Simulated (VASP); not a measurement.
# Mn (P6/mmm) in VASP: single point with LDA

Aim: the single point of Mn with LDA.

Program: VASP 6.6.1. These are calculated values, not measurements. Logs are shortened: lines on timing, memory, paths and dates and some standing lists are left out, and cuts for length are marked.

### 1 The cell of the first run

Symmetry: P6/mmm, No. 191, hexagonal system. The conventional cell has a = 3.815 Å, b = 3.815 Å, c = 2.405 Å, α = 90.00°, β = 90.00°, γ = 120.00°. Mn (site symmetry 6/mmm) has 14 Mn at 2.41 to 2.51 Å within 3.2 Å. Mn (site symmetry -6m2) has 11 Mn at 2.20 to 2.51 Å within 2.9 Å.

This isn't the form of Mn at room conditions, which is a 58-atom cubic cell.

### 2 Single point, LDA, collinear spin, ferromagnetic start

INCAR reads:

```
SYSTEM = Mn
  PREC = Accurate
  ENCUT = 520
  EDIFF = 1E-6
  ISMEAR = -1
  SIGMA = 0.05
  LREAL = .False.
  LASPH = .True.
  NELM = 150
  ALGO = Normal
  ISIF = 2
  LWAVE = .False.
  LCHARG = .False.
  ISPIN = 2
  MAGMOM = 3 3 3
  LORBIT = 11
  LMAXMIX = 4
  NBANDS = 30
```

KPOINTS reads:

```
Automatic mesh
0
Gamma
  13 13 17
  0 0 0
```

POSCAR reads:

```
Mn
1.0
    3.8147173936      0.0000000000      0.0000000000
   -1.9073586968      3.3036421712      0.0000000000
    0.0000000000      0.0000000000      2.4052273608
Mn
3
Direct
    0.0000000000      0.0000000000      0.0000000000
    0.3333333333      0.6666666667      0.5000000000
    0.6666666667      0.3333333333      0.5000000000
```

Potentials or basis: VASP PAW LDA potentials, release 64 (Mn_pv).

Started as:

```sh
cat potpaw_LDA.64/Mn_pv/POTCAR > POTCAR
mpirun -np 1 vasp_std > vasp.out
```

OUTCAR:

```text
SYSTEM = Mn
   PREC = Accurate
   ENCUT = 520
   EDIFF = 1E-6
   ISMEAR = -1
   LREAL = .False.
   LASPH = .True.
   NELM = 150
   ISIF = 2
   ISPIN = 2
   LORBIT = 11

 ion  position               nearest neighbor table
   1  0.000  0.000  0.000-   2 2.51   3 2.51   2 2.51   3 2.51   3 2.51   3 2.51   2 2.51   2 2.51
                             3 2.51   3 2.51   2 2.51   2 2.51
   2  0.333  0.667  0.500-   3 2.20   3 2.20   3 2.20   1 2.51   1 2.51   1 2.51   1 2.51   1 2.51
                             1 2.51
   3  0.667  0.333  0.500-   2 2.20   2 2.20   2 2.20   1 2.51   1 2.51   1 2.51   1 2.51   1 2.51
                             1 2.51

  LATTYP: Found a hexagonal cell.
 ALAT       =     3.8147173936
 C/A-ratio  =     0.6305125944

  Lattice vectors:

 A1 = (   3.8147173936,   0.0000000000,   0.0000000000)
 A2 = (  -1.9073586968,   3.3036421712,   0.0000000000)
 A3 = (   0.0000000000,   0.0000000000,   2.4052273608)

Analysis of symmetry for initial positions (statically):
=====================================================================
 Subroutine PRICEL returns:
 Original cell was already a primitive cell.

 Routine SETGRP: Setting up the symmetry group for a
 hexagonal supercell.

 Subroutine GETGRP returns: Found 24 space group operations
 (whereof 24 operations were pure point group operations)
 out of a pool of 24 trial point group operations.

The static configuration has the point symmetry D_6h.

Analysis of symmetry for dynamics (positions and initial velocities):
=====================================================================
 Subroutine PRICEL returns:
 Original cell was already a primitive cell.

 Routine SETGRP: Setting up the symmetry group for a
 hexagonal supercell.

 Subroutine GETGRP returns: Found 24 space group operations
 (whereof 24 operations were pure point group operations)
 out of a pool of 24 trial point group operations.

The dynamic configuration has the point symmetry D_6h.

Analysis of structural, dynamic, and magnetic symmetry:
=====================================================================
 Subroutine PRICEL returns:
 Original cell was already a primitive cell.

 Routine SETGRP: Setting up the symmetry group for a
 hexagonal supercell.

 Subroutine GETGRP returns: Found 24 space group operations
 (whereof 24 operations were pure point group operations)
 out of a pool of 24 trial point group operations.

The overall configuration has the point symmetry D_6h.

 Subroutine INISYM returns: Found 24 space group operations
[... 124 lines left out ...]
   GGA     = CA    functional components
   LHFCALC =     F    Hartree Fock is set to
   AEXX    =    0.0000 exact exchange contribution
   IVDW    =     0    specifies the selected vdW correction
   LEPSILON=     F    determine dielectric tensor
   LRPA    =     F    only Hartree local field effects (RPA)
 spin polarized calculation
  energy-cutoff  :      520.00
  volume of cell :       30.31
 maximum number of plane-waves:       832
   NGX = 15   NGY = 15   NGZ =  9

 number of electron      39.0000027 magnetization       0.0001211

 number of electron      39.0000027 magnetization      -0.0005914

 Free energy of the ion-electron system (eV)
  ---------------------------------------------------
  ext. energy  EPLUGINS =         0.00000000
  ---------------------------------------------------
  free energy    TOTEN  =       -30.33085187 eV

  energy without entropy =      -30.30540078  energy(sigma->0) =      -30.31812633

 E-fermi :  11.1191     XC(G=0): -14.7354

 val. band max:       11.1156051873   @ k =   0.2308   0.0000   0.0588
 cond. band min:      11.1191472076   @ k =   0.4615   0.0000   0.1176
 fundamental gap:      0.0035420203
 Fermi energy:        11.1191097510

 spin component 1

 k-point     1 :       0.0000    0.0000    0.0000
  band No.  band energies     occupation
      1     -36.8046      1.00000
      2     -36.8046      1.00000
      3     -36.3963      1.00000
      4     -36.3963      1.00000
      5     -36.2383      1.00000
      6     -35.9992      1.00000
[... 781 lines left out ...]
     29      23.3365      0.00000
     30      24.6813      0.00000

 [... further k-points ...]

 spin component 2

 k-point     1 :       0.0000    0.0000    0.0000
  band No.  band energies     occupation
      1     -36.8043      1.00000
      2     -36.8043      1.00000
      3     -36.3970      1.00000
      4     -36.3970      1.00000
      5     -36.2383      1.00000
      6     -35.9989      1.00000
[... 781 lines left out ...]
     29      23.3364      0.00000
     30      24.6811      0.00000

 [... further k-points ...]

------------------------ aborting loop because EDIFF is reached ----------------------------------------

  FORCE on cell =-STRESS in cart. coord.  units (eV):
  Direction    XX          YY          ZZ          XY          YZ          ZX
  --------------------------------------------------------------------------------------
  -------------------------------------------------------------------------------------
  Total        0.1325382      0.1325382      0.0504803      0.0000000      0.0000000      0.0000000
  in kB        7.0055152      7.0055152      2.6682169      0.0000000      0.0000000      0.0000000
  external PRESSURE =       5.5597491 kB  Pullay stress =       0.0000000 kB

 VOLUME and BASIS-vectors are now :
 -----------------------------------------------------------------------------
  energy-cutoff  :      520.00
  volume of cell :       30.31
      direct lattice vectors                 reciprocal lattice vectors
     3.814717394  0.000000000  0.000000000     0.262142617  0.151348110  0.000000000
    -1.907358697  3.303642171  0.000000000     0.000000000  0.302696221  0.000000000
     0.000000000  0.000000000  2.405227361     0.000000000  0.000000000  0.415761111

 POSITION                                       TOTAL-FORCE (eV/Angst)
 -----------------------------------------------------------------------------------
      0.00000      0.00000      0.00000        -0.000000      0.000000      0.000000
     -0.00000      2.20243      1.20261        -0.000000      0.000000      0.000000
      1.90736      1.10121      1.20261         0.000000     -0.000000      0.000000
 -----------------------------------------------------------------------------------
    total drift:                               -0.000000      0.000000     -0.000000

  FREE ENERGIE OF THE ION-ELECTRON SYSTEM (eV)
  ---------------------------------------------------
  free  energy   TOTEN  =       -30.3308518697 eV

  energy  without entropy=      -30.3054007843  energy(sigma->0) =      -30.31812633

 total charge

# of ion       s       p       d       tot
------------------------------------------
    1        0.427   6.421   5.226  12.074
    2        0.458   6.443   5.293  12.195
    3        0.458   6.443   5.293  12.195
--------------------------------------------------
tot          1.344  19.307  15.813  36.464

 magnetization (x)

# of ion       s       p       d       tot
------------------------------------------
    1       -0.000  -0.000  -0.001  -0.001
    2        0.000   0.000   0.000   0.000
    3        0.000   0.000   0.000   0.000
--------------------------------------------------
tot          0.000   0.000  -0.000  -0.000
```

stdout:

```text
POSCAR found type information on POSCAR Mn
 POSCAR found :  1 types and       3 ions
 scaLAPACK will be used
 LDA part: xc-table for (Slater(with rela. corr.)+CA(PZ))
 , standard interpolation
 POSCAR, INCAR and KPOINTS ok, starting setup
 FFT: planning ... GRIDC
 FFT: planning ... GRID_SOFT
 FFT: planning ... GRID
 WAVECAR not read
 entering main loop
```

Wall time 7.4 min (1 thread of Intel Xeon 8259CL, shared host); peak memory 0.31 GiB.

Results:

```
Free energy                                           : -30.3309 eV
Pressure                                              : 0.6 GPa
Net moment                                            : 0.00 μB per cell
Valence electrons inside the program's atomic spheres : Mn 12.07, 12.20 (each value once)
```

Levels at points of the mesh, in eV from the Fermi level:
Spin up:
```
           k point  band 16  band 17  band 18  band 19  band 20  band 21  band 22  band 23
(0.00, 0.00, 0.00)    -1.78    -1.18    -0.58    -0.58    -0.15    -0.15    -0.02    -0.02
```
Spin down:
| k point | band 17 | band 18 | band 19 | band 20 | band 21 | band 22 |
| --- | --- | --- | --- | --- | --- | --- |
| (0.00, 0.00, 0.00) | -1.18 | -0.58 | -0.58 | -0.15 | -0.15 | -0.02 |

Caveat: the moments typed at the start vanished in this run.
